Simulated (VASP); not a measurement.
A run of VASP 6.6.1 is set up as follows.

INCAR

```
SYSTEM = MnAs
PREC = Accurate
ENCUT = 520
EDIFF = 1E-6
ISMEAR = 0
SIGMA = 0.05
LREAL = .FALSE.
LASPH = .TRUE.
NELM = 150
ALGO = Normal
ISIF = 2
LWAVE = .FALSE.
LCHARG = .FALSE.
ISPIN = 2
MAGMOM = 3.37 0
LORBIT = 11
LMAXMIX = 4
GGA = PS
NBANDS = 20
```

KPOINTS

```
regular mesh
0
G
  12 12 12
  0 0 0
```

POSCAR

```
MnAs
1.0
    0.0000000000      2.7112944771      2.7112944771
    2.7112944771      0.0000000000      2.7112944771
    2.7112944771      2.7112944771      0.0000000000
Mn As
1 1
Direct
    0.0000000000      0.0000000000      0.0000000000
    0.2500000000      0.2500000000      0.2500000000
```

Potentials or basis: VASP PAW PBE potentials, release 64 (Mn_pv, As).

Launch:

```sh
$ cat potpaw_PBE.64/Mn_pv/POTCAR potpaw_PBE.64/As/POTCAR > POTCAR
$ mpirun -np 1 vasp_std > vasp.out
```

(1) Estimate the pressure.

(2) Predict the site moments.

Answers

(1) 2.8 GPa.

(2) Mn +3.15; As -0.15 μB.

Caveat: the PAW data sets were made with another functional, which shifts forces and pressure a little; a cell with one magnetic atom can't hold antiferromagnetic order, which such compounds often take.
